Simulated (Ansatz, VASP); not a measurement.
**InWSe3: VASP beside Ansatz**

File INCAR:

```
SYSTEM = InWSe3
PREC = Accurate
ENCUT = 520
EDIFF = 1E-6
ISMEAR = 0
SIGMA = 0.1
LREAL = .False.
LASPH = .True.
NELM = 60
ALGO = Normal
ISIF = 2
LWAVE = .False.
LCHARG = .True.
GGA = PE
LELF = .True.
LVHAR = .True.
NBANDS = 30
```

File KPOINTS:

```
Automatic mesh
0
Gamma
  4 4 4
  0 0 0
```

The input POSCAR:

```
InWSe3
1.0
    4.7891224200      0.0000000000      0.0000000000
    0.0000000000      4.7891224200      0.0000000000
    0.0000000000      0.0000000000      4.7891224200
In W Se
1 1 3
Direct
    0.5000000000      0.5000000000      0.5000000000
    0.0000000000      0.0000000000      0.0000000000
    0.5000000000      0.0000000000      0.0000000000
    0.0000000000      0.5000000000      0.0000000000
    0.0000000000      0.0000000000      0.5000000000
```

Input for Ansatz:

```yaml
crystal:
  lattice:
    - [4.78912242, 0.0, 0.0]
    - [0.0, 4.78912242, 0.0]
    - [0.0, 0.0, 4.78912242]
  atoms:
    - { symbol: In, position: [0.5, 0.5, 0.5] }
    - { symbol: W, position: [0.0, 0.0, 0.0] }
    - { symbol: Se, position: [0.5, 0.0, 0.0] }
    - { symbol: Se, position: [0.0, 0.5, 0.0] }
    - { symbol: Se, position: [0.0, 0.0, 0.5] }
basis:
  ecutwfc: 420
kpoints:
  mp_grid: { grid: [4, 4, 4] }
hamiltonian:
  xc: pbe
scf:
  occupations: { method: gaussian, width: 0.1 }
  lower_state_search: "off"
output:
  forces: true
  stress: true
  eigenvalues: true
```

Change from the starting cell: species swapped into the Mn3SnH type (Pm-3m, No. 221).

Alike in both runs: task single point; functional PBE; k mesh 4 × 4 × 4; occupations gaussian, width 0.1 eV; no spin polarisation.

|  | VASP | Ansatz |
| --- | --- | --- |
| version | VASP 6.6.1 | Ansatz 0.2.0 |
| potentials or method | VASP PAW PBE potentials, release 64 (In_d, W_sv, Se), cutoff 520 eV | scalar-relativistic, plane waves, PAW |
| valence electrons in the cell | 45 | 75 |

Ansatz gave:

| Property | Result |
| --- | --- |
| gap on the k mesh at the Fermi level (eV) | none |
| pressure (GPa) | 13.9 |

What did VASP give for the same quantities?

gap on the k mesh at the Fermi level (eV): none; pressure (GPa): 14.1.

A gap of «none» marks a metal or a gap that the smearing closes. VASP's potentials hold 45 valence electrons a cell and Ansatz's 75, so a difference there can come from the potentials and not from the codes.

Neither program's run includes spin-orbit coupling.
